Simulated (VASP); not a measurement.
# TiO2 (P4_2/mnm) in VASP: further runs, part 2 of 2

VASP 6.6.1. Earlier steps stand in the parts before.

## (3) Relaxation of cell and atoms, RPBE

This run uses another cell than the first one, of 10.39 Å³/atom.

INCAR

```
ALGO = Normal ; EDIFF = 1E-7
EDIFFG = -0.02 ; ENCUT = 600
GGA = RP ; IBRION = 2
ISIF = 3 ; ISMEAR = 0
LASPH = True ; LCHARG = False
LREAL = False ; LWAVE = False
NELM = 100 ; NSW = 80
PREC = Accurate ; SIGMA = 0.01
```

KPOINTS

```
k-points
0
Gamma
  5 5 7
```

POSCAR

```
TiO2
1.0
    4.5922000000      0.0000000000      0.0000000000
    0.0000000000      4.5922000000      0.0000000000
    0.0000000000      0.0000000000      2.9574000000
Ti O
2 4
Direct
    0.0000000000      0.0000000000      0.0000000000
    0.5000000000      0.5000000000      0.5000000000
    0.3049600000      0.3049600000      0.0000000000
    0.1950400000      0.8049600000      0.5000000000
    0.6950400000      0.6950400000      0.0000000000
    0.8049600000      0.1950400000      0.5000000000
```

Potentials or basis: VASP PAW PBE potentials, release 64 (Ti_sv, O).

Run with:

```console
$ cat potpaw_PBE.64/Ti_sv/POTCAR potpaw_PBE.64/O/POTCAR > POTCAR
$ mpirun -np 1 vasp_std > vasp.out
```

OUTCAR:

```text
EDIFF = 1E-7
   EDIFFG = -0.02
   ENCUT = 600
   GGA = RP
   IBRION = 2
   ISIF = 3
   ISMEAR = 0
   LASPH = True
   LREAL = False
   NELM = 100
   NSW = 80
   PREC = Accurate

 ion  position               nearest neighbor table
   1  0.000  0.000  0.000-   4 1.95   6 1.95   4 1.95   6 1.95   5 1.98   3 1.98
   2  0.500  0.500  0.500-   3 1.95   5 1.95   3 1.95   5 1.95   4 1.98   6 1.98
   3  0.305  0.305  0.000-   2 1.95   2 1.95   1 1.98
   4  0.195  0.805  0.500-   1 1.95   1 1.95   2 1.98
   5  0.695  0.695  0.000-   2 1.95   2 1.95   1 1.98
   6  0.805  0.195  0.500-   1 1.95   1 1.95   2 1.98

  LATTYP: Found a simple tetragonal cell.
 ALAT       =     4.5922000000
 C/A-ratio  =     0.6440050520

  Lattice vectors:

 A1 = (   4.5922000000,   0.0000000000,   0.0000000000)
 A2 = (   0.0000000000,   4.5922000000,   0.0000000000)
 A3 = (   0.0000000000,   0.0000000000,   2.9574000000)

Analysis of symmetry for initial positions (statically):
=====================================================================
 Subroutine PRICEL returns:
 Original cell was already a primitive cell.

 Routine SETGRP: Setting up the symmetry group for a
 simple tetragonal supercell.

 Subroutine GETGRP returns: Found 16 space group operations
 (whereof  8 operations were pure point group operations)
 out of a pool of 16 trial point group operations.

The static configuration has the point symmetry D_2h.
 The point group associated with its full space group is D_4h.

Analysis of symmetry for dynamics (positions and initial velocities):
=====================================================================
 Subroutine PRICEL returns:
 Original cell was already a primitive cell.

 Routine SETGRP: Setting up the symmetry group for a
 simple tetragonal supercell.

 Subroutine GETGRP returns: Found 16 space group operations
 (whereof  8 operations were pure point group operations)
 out of a pool of 16 trial point group operations.

The dynamic configuration has the point symmetry D_2h.
[... 116 lines left out ...]
   TEBEG  =    0.0;   TEEND  =   0.0 temperature during run
   PSTRESS=    0.0 pullay stress
   NELECT =      48.0000    total number of electrons
   NUPDOWN=      -1.0000    fix difference up-down
   EMIN   =  10.00;   EMAX   =-10.00  energy-range for DOS
   EFERMI =   0.00;   METHOD = LEGACY
   ISMEAR =     0;   SIGMA  =   0.01  broadening in eV -4-tet -1-fermi 0-gaus
   EFERMI_NEDOS =   21; number of points for ismear=-14 and -15
   IALGO  =     38    algorithm
   IMIX   =      4    mixing-type and parameters
     AMIX     =   0.40;   BMIX     =  1.00
     AMIX_MAG =   1.60;   BMIX_MAG =  1.00
  volume/ion in A,a.u.               =      10.39        70.15
  Fermi-wavevector in a.u.,A,eV,Ry     =   1.500277  2.835112 30.624403  2.250830
  Thomas-Fermi vector in A             =   2.611798
   LORBIT       =      0    0 simple, 1 ext, 2 COOP (PROOUT), +10 PAW based schemes
   GGA     = RP    functional components
   LHFCALC =     F    Hartree Fock is set to
   AEXX    =    0.0000 exact exchange contribution
   IVDW    =     0    specifies the selected vdW correction
   LEPSILON=     F    determine dielectric tensor
   LRPA    =     F    only Hartree local field effects (RPA)
 conjugate gradient relaxation of ions
 non-spin polarized calculation
 Gauss-broadening in eV      SIGMA  =   0.01
  energy-cutoff  :      600.00
  volume of cell :       62.37
 maximum number of plane-waves:      2097
 NGX is ok and might be reduce to    40
   NGX = 19   NGY = 19   NGZ = 11

--------------------------------------- Ionic step        1  -------------------------------------------

 number of electron      47.9999989 magnetization

 Free energy of the ion-electron system (eV)
  ---------------------------------------------------
  ext. energy  EPLUGINS =         0.00000000
  ---------------------------------------------------
  free energy    TOTEN  =       -51.11281310 eV

  energy without entropy =      -51.11281310  energy(sigma->0) =      -51.11281310

------------------------ aborting loop because EDIFF is reached ----------------------------------------

  FORCE on cell =-STRESS in cart. coord.  units (eV):
  Direction    XX          YY          ZZ          XY          YZ          ZX
  --------------------------------------------------------------------------------------
  -------------------------------------------------------------------------------------
  Total        4.2210646      4.2210646      4.2393906     -0.0000000      0.0000000      0.0000000
  in kB      108.4378560    108.4378560    108.9086464     -0.0000000      0.0000000      0.0000000
  external PRESSURE =     108.5947861 kB  Pullay stress =       0.0000000 kB
[... 187 lines left out ...]
--------------------------------------- Ionic step        6  -------------------------------------------

 number of electron      47.9999978 magnetization

 Free energy of the ion-electron system (eV)
  ---------------------------------------------------
  ext. energy  EPLUGINS =         0.00000000
  ---------------------------------------------------
  free energy    TOTEN  =       -51.21452903 eV

  energy without entropy =      -51.21452903  energy(sigma->0) =      -51.21452903

 E-fermi :   4.5201     XC(G=0): -10.8758

 val. band max:        4.4492940007   @ k =   0.0000   0.0000   0.0000
 cond. band min:       6.2877800927   @ k =   0.0000   0.0000   0.0000
 fundamental gap:      1.8384860921
 Fermi energy:         4.5201161441

 k-point     1 :       0.0000    0.0000    0.0000
  band No.  band energies     occupation
      1     -52.7173      2.00000
      2     -52.7047      2.00000
      3     -28.9112      2.00000
      4     -28.9112      2.00000
      5     -28.7772      2.00000
      6     -28.7772      2.00000
[... 766 lines left out ...]
  FREE ENERGIE OF THE ION-ELECTRON SYSTEM (eV)
  ---------------------------------------------------
  free  energy   TOTEN  =       -51.2145290272 eV

  energy  without entropy=      -51.2145290272  energy(sigma->0) =      -51.21452903

 reached required accuracy - stopping structural energy minimisation
```

OSZICAR:

```text
N       E                     dE             d eps       ncg     rms          rms(c)
DAV:   1     0.732206728373E+03    0.73221E+03   -0.27423E+04  1344   0.224E+03
DAV:   2     0.711551375740E+02   -0.66105E+03   -0.63917E+03  1428   0.621E+02
DAV:   3    -0.621404371474E+02   -0.13330E+03   -0.12810E+03  2124   0.229E+02
DAV:   4    -0.682716489814E+02   -0.61312E+01   -0.61232E+01  1824   0.543E+01
[... 68 lines left out ...]
DAV:   5    -0.512145263385E+02   -0.29361E-05   -0.25151E-04  1788   0.137E-01    0.297E-02
DAV:   6    -0.512145291612E+02   -0.28227E-05   -0.24114E-05  2064   0.433E-02    0.895E-03
DAV:   7    -0.512145291396E+02    0.21621E-07   -0.38883E-06  1752   0.181E-02    0.228E-03
DAV:   8    -0.512145290277E+02    0.11188E-06   -0.57947E-07  1360   0.575E-03    0.116E-03
DAV:   9    -0.512145290272E+02    0.51023E-09   -0.66663E-08   884   0.248E-03
   6 F= -.51214529E+02 E0= -.51214529E+02  d E =-.659562E-02
```

Run time: 6.7 min. Hardware: 1 thread of Intel Xeon 8259CL, shared host; peak memory 0.22 GiB.

What came out:

```yaml
Free_energy: -51.2145 eV
Relaxed_volume: 10.92 Å³/atom
Relaxed_cell: a = 4.688 Å, b = 4.688 Å, c = 2.982 Å, α = 90.00°, β = 90.00°, γ = 90.00°
Space_group_after_relaxing_to_0.1_Å: P4_2/mnm (No. 136)
Energy_gained_by_relaxing: 17.0 meV/atom
Ionic_steps: 6
Pressure_after_relaxing: 0.2 GPa
Band_gap_on_the_k_mesh: 1.84 eV
```

Step by step:
| step | energy change (eV) | largest force (eV/Å) | pressure (GPa) | volume (Å³) |
| --- | --- | --- | --- | --- |
| 1 | 0.0000 | 0.1544 | 10.86 | 62.37 |
| 2 | 0.0327 | 0.3964 | -10.32 | 68.94 |
| 3 | -0.0951 | 0.1271 | -0.02 | 65.30 |
| 4 | -0.0951 | 0.1222 | 0.18 | 65.24 |
| 5 | -0.1007 | 0.0487 | 0.14 | 65.41 |
| 6 | -0.1017 | 0.0007 | 0.16 | 65.52 |

Final structure:
```cif
data_structure
_symmetry_space_group_name_H-M 'P 1'
_symmetry_Int_Tables_number 1
_cell_length_a 4.6876
_cell_length_b 4.6876
_cell_length_c 2.9818
_cell_angle_alpha 90.000
_cell_angle_beta 90.000
_cell_angle_gamma 90.000
_cell_volume 65.52
loop_
_atom_site_label
_atom_site_type_symbol
_atom_site_fract_x
_atom_site_fract_y
_atom_site_fract_z
_atom_site_occupancy
Ti1 Ti 0.00000 0.00000 0.00000 1
Ti2 Ti 0.50000 0.50000 0.50000 1
O1 O 0.30572 0.30572 0.00000 1
O2 O 0.19428 0.80572 0.50000 1
O3 O 0.69428 0.69428 0.00000 1
O4 O 0.80572 0.19428 0.50000 1
```

Caveat: the PAW data sets were made with another functional, which shifts forces and pressure a little.
